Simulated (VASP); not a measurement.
Set up this calculation in VASP 6.6.1, as the native input.

| Item | Value |
| --- | --- |
| Task | single point |
| Functional | PBEsol |
| Potentials or basis | VASP PAW PBE potentials, release 64 (Zn, Cu) |
| Cutoff | 520 eV |
| k mesh | 14 × 14 × 14 |
| Occupations | gaussian, width 0.1 eV |
| Spin | no spin polarisation |
| Dipole correction | no |
| Further INCAR settings | ALGO = Normal; EDIFF = 1e-06; NBANDS = 18 |

The structure of ZnCu lies in POSCAR:

```
ZnCu
1.0
    2.9078796958      0.0000000000      0.0000000000
    0.0000000000      2.9078796958      0.0000000000
    0.0000000000      0.0000000000      2.9078796958
Zn Cu
1 1
Direct
    0.5000000000      0.5000000000      0.5000000000
    0.0000000000      0.0000000000      0.0000000000
```

The input as run:

INCAR

```
PREC = Accurate
ENCUT = 520
EDIFF = 1E-6
ISMEAR = 0
SIGMA = 0.1
LREAL = F
LASPH = T
NELM = 100
ALGO = Normal
ISIF = 2
LWAVE = F
LCHARG = F
GGA = PS
NBANDS = 18
```

KPOINTS

```
regular mesh
0
Gamma
  14 14 14
```

Potentials or basis: VASP PAW PBE potentials, release 64 (Zn, Cu).

Run with:

```sh
$ cat potpaw_PBE.64/Zn/POTCAR potpaw_PBE.64/Cu/POTCAR > POTCAR
$ mpirun -np 1 vasp_std > vasp.out
```

Results of the run:

```json
{
  "Pressure": "0.7 GPa"
}
```

Caveat: the PAW data sets were made with another functional, which shifts forces and pressure a little.

It took 17 s on 1 thread of Intel Xeon 6975P-C (shared host), peak memory 0.18 GiB.
